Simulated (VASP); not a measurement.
# Sn (Im-3m) in VASP: a series of runs

Sn is run at these levels: PBEsol; tasks: single point.

Everything below comes from runs of VASP 6.6.1. Logs are shortened: lines on timing, memory, paths and dates and some standing lists are left out, and cuts for length are marked.

### Step 1. The cell of the first run

The structure is cubic, space group Im-3m (No. 229). The conventional cell has a = 3.736 Å, b = 3.736 Å, c = 3.736 Å, α = 90.00°, β = 90.00°, γ = 90.00°. Within 4.3 Å of Sn (site symmetry m-3m) lie 14 Sn at 3.24 to 3.74 Å.

### Step 2. Single point, PBEsol

File INCAR:

```
PREC = Accurate
ENCUT = 520
EDIFF = 1E-7
ISMEAR = -1
SIGMA = 0.1
LREAL = F
LASPH = T
NELM = 80
ALGO = Normal
ISIF = 2
LWAVE = F
LCHARG = T
GGA = PS
LELF = T
LVHAR = T
NBANDS = 13
```

File KPOINTS:

```
Automatic mesh
0
Gamma
  12 12 12
```

File POSCAR:

```
Sn
1.0
   -1.8678360732      1.8678360732      1.8678360732
    1.8678360732     -1.8678360732      1.8678360732
    1.8678360732      1.8678360732     -1.8678360732
Sn
1
Direct
    0.0000000000      0.0000000000      0.0000000000
```

Potentials or basis: VASP PAW PBE potentials, release 64 (Sn_d).

Started as:

```bash
$ cat potpaw_PBE.64/Sn_d/POTCAR > POTCAR
$ mpirun -np 1 vasp_std > vasp.out
```

OUTCAR:

```text
PREC = Accurate
   ENCUT = 520
   EDIFF = 1E-7
   ISMEAR = -1
   LREAL = F
   LASPH = T
   NELM = 80
   ISIF = 2
   GGA = PS

 ion  position               nearest neighbor table
   1  0.000  0.000  0.000-

  LATTYP: Found a body centered cubic cell.
 ALAT       =     3.7356721464

  Lattice vectors:

 A1 = (  -1.8678360732,   1.8678360732,   1.8678360732)
 A2 = (   1.8678360732,  -1.8678360732,   1.8678360732)
 A3 = (   1.8678360732,   1.8678360732,  -1.8678360732)

Analysis of symmetry for initial positions (statically):
=====================================================================
 Subroutine PRICEL returns:
 Original cell was already a primitive cell.

 Routine SETGRP: Setting up the symmetry group for a
 body centered cubic supercell.

 Subroutine GETGRP returns: Found 48 space group operations
 (whereof 48 operations were pure point group operations)
 out of a pool of 48 trial point group operations.

The static configuration has the point symmetry O_h .

Analysis of symmetry for dynamics (positions and initial velocities):
=====================================================================
 Subroutine PRICEL returns:
 Original cell was already a primitive cell.

 Routine SETGRP: Setting up the symmetry group for a
 body centered cubic supercell.

 Subroutine GETGRP returns: Found 48 space group operations
 (whereof 48 operations were pure point group operations)
 out of a pool of 48 trial point group operations.

The dynamic configuration has the point symmetry O_h .

 Subroutine INISYM returns: Found 48 space group operations
 (whereof 48 operations are pure point group operations),
 and found     1 'primitive' translations

----------------------------------------------------------------------------------------

                                     Primitive cell

  volume of cell :      26.0661

  direct lattice vectors                    reciprocal lattice vectors
    -1.867836073  1.867836073  1.867836073     0.000000000  0.267689444  0.267689444
     1.867836073 -1.867836073  1.867836073     0.267689444  0.000000000  0.267689444
     1.867836073  1.867836073 -1.867836073     0.267689444  0.267689444  0.000000000

  length of vectors
     3.235186979  3.235186979  3.235186979     0.378570042  0.378570042  0.378570042

  position of ions in fractional coordinates (direct lattice)
     0.000000000  0.000000000  0.000000000

  ion indices of the primitive-cell ions
   primitive index   ion index
                 1           1

----------------------------------------------------------------------------------------

 KPOINTS: Automatic mesh

Automatic generation of k-mesh.
 Grid dimensions read from file:
 generate k-points for:   12   12   12

 Generating k-lattice:

  Cartesian coordinates                     Fractional coordinates (reciprocal lattice)
     0.000000000  0.022307454  0.022307454     0.083333333  0.000000000  0.000000000
     0.022307454  0.000000000  0.022307454     0.000000000  0.083333333  0.000000000
     0.022307454  0.022307454  0.000000000     0.000000000  0.000000000  0.083333333

  Length of vectors
     0.031547504  0.031547504  0.031547504

  Shift w.r.t. Gamma in fractional coordinates (k-lattice)
     0.000000000  0.000000000  0.000000000

 Subroutine IBZKPT returns following result:
 ===========================================

 Found     72 irreducible k-points:

 Following reciprocal coordinates:
            Coordinates               Weight
  0.000000  0.000000  0.000000      1.000000
  0.083333  0.000000  0.000000     12.000000
  0.166667  0.000000  0.000000     12.000000
  0.250000  0.000000  0.000000     12.000000
  0.333333  0.000000  0.000000     12.000000
  0.416667  0.000000  0.000000     12.000000
[... 16 lines left out ...]
  0.333333  0.083333  0.083333     24.000000
  0.416667  0.083333  0.083333     12.000000
 [... further k-points ...]
   k-points           NKPTS =     72   k-points in BZ     NKDIM =     72   number of bands    NBANDS=     13
   number of dos      NEDOS =    301   number of ions     NIONS =      1
   total plane-waves  NPLWV =  13824
   dimension x,y,z NGX =    24 NGY =   24 NGZ =   24
   dimension x,y,z NGXF=    48 NGYF=   48 NGZF=   48
   ions per type =               1
   NGX,Y,Z   is equivalent  to a cutoff of  12.33, 12.33, 12.33 a.u.
   NGXF,Y,Z  is equivalent  to a cutoff of  24.67, 24.67, 24.67 a.u.
 SYSTEM =  unknown system
   PREC   = accura    normal or accurate (medium, high low for compatibility)
   ISTART =      0    job   : 0-new  1-cont  2-samecut
   ICHARG =      2    charge: 1-file 2-atom 10-const
   ISPIN  =      1    spin polarized calculation?
   LNONCOLLINEAR =      F non collinear calculations
   LSORBIT =      F    spin-orbit coupling
   LASPH  =      T    aspherical Exc in radial PAW
   ENCUT  =  520.0 eV  38.22 Ry    6.18 a.u.   6.02  6.02  6.02*2*pi/ulx,y,z
   NELM   =     80;   NELMIN=  2; NELMDL= -5     # of ELM steps
   EDIFF  = 0.1E-06   stopping-criterion for ELM
   LREAL  =      F    real-space projection
   EDIFFG = 0.1E-05   stopping-criterion for IOM
   NSW    =      0    number of steps for IOM
   IBRION =     -1    ionic relax: 0-MD 1-quasi-New 2-CG
   NFREE  =      0    steps in history (QN), initial steepest desc. (CG)
   ISIF   =      2    stress and relaxation
   ISYM   =      2    0-nonsym 1-usesym 2-fastsym
   POTIM  = 0.5000    time-step for ionic-motion
   TEBEG  =    0.0;   TEEND  =   0.0 temperature during run
   PSTRESS=    0.0 pullay stress
   NELECT =      14.0000    total number of electrons
   NUPDOWN=      -1.0000    fix difference up-down
   EMIN   =  10.00;   EMAX   =-10.00  energy-range for DOS
   EFERMI =   0.00;   METHOD = LEGACY
   ISMEAR =    -1;   SIGMA  =   0.10  broadening in eV -4-tet -1-fermi 0-gaus
   EFERMI_NEDOS =   21; number of points for ismear=-14 and -15
   IALGO  =     38    algorithm
   IMIX   =      4    mixing-type and parameters
     AMIX     =   0.40;   BMIX     =  1.00
     AMIX_MAG =   1.60;   BMIX_MAG =  1.00
  volume/ion in A,a.u.               =      26.07       175.90
  Fermi-wavevector in a.u.,A,eV,Ry     =   1.330737  2.514727 24.094010  1.770860
  Thomas-Fermi vector in A             =   2.459801
   LORBIT       =      0    0 simple, 1 ext, 2 COOP (PROOUT), +10 PAW based schemes
   GGA     = PS    functional components
   LHFCALC =     F    Hartree Fock is set to
   AEXX    =    0.0000 exact exchange contribution
   IVDW    =     0    specifies the selected vdW correction
   LEPSILON=     F    determine dielectric tensor
   LRPA    =     F    only Hartree local field effects (RPA)
 non-spin polarized calculation
  energy-cutoff  :      520.00
  volume of cell :       26.07
 maximum number of plane-waves:       715
   NGX = 13   NGY = 13   NGZ = 13

 number of electron      13.9999991 magnetization

 Free energy of the ion-electron system (eV)
  ---------------------------------------------------
  ext. energy  EPLUGINS =         0.00000000
  ---------------------------------------------------
  free energy    TOTEN  =        -4.24156707 eV

  energy without entropy =       -4.22466097  energy(sigma->0) =       -4.23311402

 E-fermi :   8.4778     XC(G=0): -10.7044

 val. band max:        8.4228674764   @ k =  -0.4167   0.4167   0.4167
 cond. band min:       8.5251227248   @ k =   0.1667   0.1667   0.0833
 fundamental gap:      0.1022552485
 Fermi energy:         8.4777795344

 k-point     1 :       0.0000    0.0000    0.0000
  band No.  band energies     occupation
      1     -13.0345      2.00000
      2     -13.0345      2.00000
      3     -13.0345      2.00000
      4     -12.8758      2.00000
      5     -12.8758      2.00000
      6      -2.9674      2.00000
      7      16.7870      0.00000
      8      16.7870      0.00000
      9      16.7870      0.00000
     10      20.6516      0.00000
     11      20.6516      0.00000
     12      20.6516      0.00000
     13      21.5108      0.00000

 k-point     2 :       0.0833    0.0000    0.0000
  band No.  band energies     occupation
      1     -13.0381      2.00000
      2     -13.0294      2.00000
      3     -13.0178      2.00000
      4     -12.8798      2.00000
      5     -12.8762      2.00000
      6      -2.8105      2.00000
      7      15.4471      0.00000
      8      16.1644      0.00000
      9      16.5598      0.00000
     10      19.3764      0.00000
     11      19.7024      0.00000
     12      20.3853      0.00000
     13      22.1548      0.00000

 k-point     3 :       0.1667    0.0000    0.0000
  band No.  band energies     occupation
      1     -13.0479      2.00000
      2     -13.0175      2.00000
      3     -12.9721      2.00000
      4     -12.8893      2.00000
      5     -12.8775      2.00000
      6      -2.3386      2.00000
      7      12.7974      0.00000
      8      14.9760      0.00000
      9      15.9475      0.00000
     10      18.3328      0.00000
     11      18.6736      0.00000
     12      20.4128      0.00000
     13      22.5815      0.00000
[... 305 lines left out ...]
 k-point    23 :       0.3333    0.0833    0.0833
  band No.  band energies     occupation
      1     -13.0704      2.00000
      2     -13.0048      2.00000
      3     -12.8877      2.00000
      4     -12.8817      2.00000
      5     -12.8170      2.00000
      6       1.1915      2.00000
      7       5.4573      2.00000
      8      10.5488      0.00000
      9      11.9761      0.00000
     10      19.1916      0.00000
     11      19.6108      0.00000
     12      23.5108      0.00000
     13      24.5854      0.00000

 k-point    24 :       0.4167    0.0833    0.0833
  band No.  band energies     occupation
      1     -13.0733      2.00000
      2     -13.0041      2.00000
      3     -12.8838      2.00000
      4     -12.8817      2.00000
      5     -12.8070      2.00000
      6       2.2101      2.00000
      7       4.1538      2.00000
      8      10.3528      0.00000
      9      11.8341      0.00000
     10      19.0874      0.00000
     11      19.5052      0.00000
     12      24.2125      0.00000
     13      24.9563      0.00000

 [... further k-points ...]

------------------------ aborting loop because EDIFF is reached ----------------------------------------

  FORCE on cell =-STRESS in cart. coord.  units (eV):
  Direction    XX          YY          ZZ          XY          YZ          ZX
  --------------------------------------------------------------------------------------
  -------------------------------------------------------------------------------------
  Total       -0.0142682     -0.0142682     -0.0142682     -0.0000000      0.0000000      0.0000000
  in kB       -0.8770061     -0.8770061     -0.8770061     -0.0000000      0.0000000      0.0000000
  external PRESSURE =      -0.8770061 kB  Pullay stress =       0.0000000 kB

 VOLUME and BASIS-vectors are now :
 -----------------------------------------------------------------------------
  energy-cutoff  :      520.00
  volume of cell :       26.07
      direct lattice vectors                 reciprocal lattice vectors
    -1.867836073  1.867836073  1.867836073     0.000000000  0.267689444  0.267689444
     1.867836073 -1.867836073  1.867836073     0.267689444  0.000000000  0.267689444
     1.867836073  1.867836073 -1.867836073     0.267689444  0.267689444  0.000000000

 POSITION                                       TOTAL-FORCE (eV/Angst)
 -----------------------------------------------------------------------------------
      0.00000      0.00000      0.00000        -0.000000     -0.000000     -0.000000
 -----------------------------------------------------------------------------------
    total drift:                                0.000000      0.000000      0.000000

  FREE ENERGIE OF THE ION-ELECTRON SYSTEM (eV)
  ---------------------------------------------------
  free  energy   TOTEN  =        -4.2415670671 eV

  energy  without entropy=       -4.2246609697  energy(sigma->0) =       -4.23311402
```

Run time: 8 s. Hardware: 1 thread of Intel Xeon 6975P-C, shared host; peak memory 0.15 GiB.

Results:

| Item | Value |
| --- | --- |
| Free energy | -4.2416 eV |
| Pressure | -0.1 GPa |
| Band gap on the k mesh | zero (band 7 reaches 16.79 eV, above the bottom of band 8 at 5.84 eV) |

Caveat: the PAW data sets were made with another functional, which shifts forces and pressure a little; spin-orbit coupling is left out, which moves the levels of the heavy elements.

### Step 3. Single point, PBEsol (volume scaled by 0.88)

File INCAR:

```
PREC = Accurate ; ENCUT = 520
EDIFF = 1E-6 ; ISMEAR = -1
SIGMA = 0.1 ; LREAL = F
LASPH = T ; NELM = 100
ALGO = Normal ; ISIF = 2
LWAVE = F ; LCHARG = F
GGA = PS ; NBANDS = 13
```

File KPOINTS:

```
Automatic mesh
0
Gamma
  13 13 13
```

File POSCAR:

```
Sn
1.0
   -1.7899173701      1.7899173701      1.7899173701
    1.7899173701     -1.7899173701      1.7899173701
    1.7899173701      1.7899173701     -1.7899173701
Sn
1
Direct
    0.0000000000      0.0000000000      0.0000000000
```

Potentials or basis: VASP PAW PBE potentials, release 64 (Sn_d).

Started as:

```bash
$ cat potpaw_PBE.64/Sn_d/POTCAR > POTCAR
$ mpirun -np 1 vasp_std > vasp.out
```

OUTCAR:

```text
PREC = Accurate
   ENCUT = 520
   EDIFF = 1E-6
   ISMEAR = -1
   LREAL = F
   LASPH = T
   NELM = 100
   ISIF = 2
   GGA = PS

 ion  position               nearest neighbor table
   1  0.000  0.000  0.000-

  LATTYP: Found a body centered cubic cell.
 ALAT       =     3.5798347402

  Lattice vectors:

 A1 = (  -1.7899173701,   1.7899173701,   1.7899173701)
 A2 = (   1.7899173701,  -1.7899173701,   1.7899173701)
 A3 = (   1.7899173701,   1.7899173701,  -1.7899173701)

[... 560 lines left out ...]
     13      26.4148      0.00000

 [... further k-points ...]

------------------------ aborting loop because EDIFF is reached ----------------------------------------

  FORCE on cell =-STRESS in cart. coord.  units (eV):
  Direction    XX          YY          ZZ          XY          YZ          ZX
  --------------------------------------------------------------------------------------
  -------------------------------------------------------------------------------------
  Total        1.4335300      1.4335300      1.4335300      0.0000000      0.0000000      0.0000000
  in kB      100.1286632    100.1286632    100.1286632      0.0000000      0.0000000      0.0000000
  external PRESSURE =     100.1286632 kB  Pullay stress =       0.0000000 kB

 VOLUME and BASIS-vectors are now :
 -----------------------------------------------------------------------------
  energy-cutoff  :      520.00
  volume of cell :       22.94
      direct lattice vectors                 reciprocal lattice vectors
    -1.789917370  1.789917370  1.789917370     0.000000000  0.279342504  0.279342504
     1.789917370 -1.789917370  1.789917370     0.279342504  0.000000000  0.279342504
     1.789917370  1.789917370 -1.789917370     0.279342504  0.279342504  0.000000000

 POSITION                                       TOTAL-FORCE (eV/Angst)
 -----------------------------------------------------------------------------------
      0.00000      0.00000      0.00000         0.000000     -0.000000      0.000000
 -----------------------------------------------------------------------------------
    total drift:                                0.000000      0.000000      0.000000

  FREE ENERGIE OF THE ION-ELECTRON SYSTEM (eV)
  ---------------------------------------------------
  free  energy   TOTEN  =        -4.1484034036 eV

  energy  without entropy=       -4.1278090972  energy(sigma->0) =       -4.13810625
```

Run time: 7.6 s. Hardware: 1 thread of Intel Xeon 6975P-C, shared host; peak memory 0.15 GiB.

What came out:

* Free energy: -4.1484 eV
* Pressure: 10.0 GPa
* Band gap on the k mesh: zero (band 7 reaches 19.82 eV, above the bottom of band 8 at 7.23 eV)

Caveat: the PAW data sets were made with another functional, which shifts forces and pressure a little; spin-orbit coupling is left out, which moves the levels of the heavy elements.

### Step 4. Single point, PBEsol (volume scaled by 0.92)

File INCAR:

```
  PREC = Accurate
  ENCUT = 520
  EDIFF = 1E-7
  ISMEAR = -1
  SIGMA = 0.1
  LREAL = F
  LASPH = T
  NELM = 100
  ALGO = Normal
  ISIF = 2
  LWAVE = F
  LCHARG = F
  GGA = PS
  NBANDS = 13
```

File KPOINTS:

```
regular mesh
0
Gamma
  13 13 13
```

File POSCAR:

```
Sn
1.0
   -1.8166364940      1.8166364940      1.8166364940
    1.8166364940     -1.8166364940      1.8166364940
    1.8166364940      1.8166364940     -1.8166364940
Sn
1
Direct
    0.0000000000      0.0000000000      0.0000000000
```

Started as:

```bash
$ cat potpaw_PBE.64/Sn_d/POTCAR > POTCAR
$ mpirun -np 1 vasp_std > vasp.out
```

Wall time 9.1 s (1 thread of Intel Xeon 6975P-C, shared host); peak memory 0.15 GiB.

The run converged. Its results:

```
Free energy            : -4.2004 eV
Pressure               : 5.9 GPa
Band gap on the k mesh : zero (band 7 reaches 18.72 eV, above the bottom of band 8 at 6.77 eV)
```

Levels at points of the mesh, in eV from the Fermi level:
```
           k point  band 5  band 6  band 7  band 8  band 9  band 10
(0.00, 0.00, 0.00)  -21.32  -12.06    9.20    9.20    9.20    12.38
```

Caveat: the PAW data sets were made with another functional, which shifts forces and pressure a little; spin-orbit coupling is left out, which moves the levels of the heavy elements.

(Part 1 of 2 ends here.)
